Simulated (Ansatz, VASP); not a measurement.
## One calculation of AlN, two programs

```
CELL_PARAMETERS angstrom
0.07791 1.95974 1.95974
1.95974 0.07791 1.95974
1.95974 1.95974 0.07791
ATOMIC_POSITIONS crystal
Al 0.50000 0.50000 0.50000
N 0.00000 0.00000 0.00000
```

Alike in both runs: task single point; functional PBE; k mesh 10 × 10 × 10; occupations gaussian, width 0.05 eV; no spin polarisation.

|  | VASP | Ansatz |
| --- | --- | --- |
| version | VASP 6.6.1 | Ansatz 0.2.0 |
| potentials or method | VASP PAW PBE potentials, release 64 (Al, N), cutoff 520 eV | scalar-relativistic, plane waves, PAW |
| valence electrons in the cell | 8 | 8 |

```csv
,VASP,Ansatz,Ansatz less VASP
gap on the k mesh at the Fermi level (eV),4.33,4.32,-0.007
least direct gap on the mesh (eV),7.34,7.32,-0.027
```

The functional is the same, so the differences come from potentials, cutoffs and numerics.
